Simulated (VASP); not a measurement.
A run of VASP 6.6.1:

Contents of INCAR:

```
PREC     = Accurate       # precision mode
ENCUT    = 520            # plane-wave cutoff, eV
EDIFF    = 1E-7           # SCF threshold, eV
ISMEAR   = -1             # smearing method
SIGMA    = 0.03           # smearing width, eV
LREAL    = False          # projectors in reciprocal space
LASPH    = True           # aspherical terms in the spheres
NELM     = 150            # most SCF steps
ALGO     = Normal         # electronic algorithm
ISIF     = 2              # what is computed and relaxed
LWAVE    = False          # write WAVECAR
LCHARG   = False          # write CHGCAR
ISPIN    = 2              # spin polarisation
MAGMOM   = 1.5 0          # initial moments
LORBIT   = 11             # projections on sites
LMAXMIX  = 4              # l up to which the mixer works
GGA      = PE             # functional
NBANDS   = 19             # bands
```

KPOINTS

```
regular mesh
0
Gamma
  15 15 15
```

The input POSCAR:

```
NiO
1.0
    0.0000000000      2.1323264917      2.1323264917
    2.1323264917      0.0000000000      2.1323264917
    2.1323264917      2.1323264917      0.0000000000
Ni O
1 1
Direct
    0.0000000000      0.0000000000      0.0000000000
    0.5000000000      0.5000000000      0.5000000000
```

Potentials or basis: VASP PAW PBE potentials, release 64 (Ni, O).

Launch:

```sh
$ cat potpaw_PBE.64/Ni/POTCAR potpaw_PBE.64/O/POTCAR > POTCAR
$ mpirun -np 1 vasp_std > vasp.out
```

Hardware: 1 thread of Intel(R) Xeon(R) Platinum 8259CL CPU @ 2.50GHz (Skylake/Cascade Lake), with other jobs on the host.

Task: Estimate the wall time of this run.

Result: Wall time 2.2 min on 1 thread of Intel(R) Xeon(R) Platinum 8259CL CPU @ 2.50GHz (Skylake/Cascade Lake), on a shared host, peak memory 0.2 GiB. Counts: scf iterations 18, k points 120.
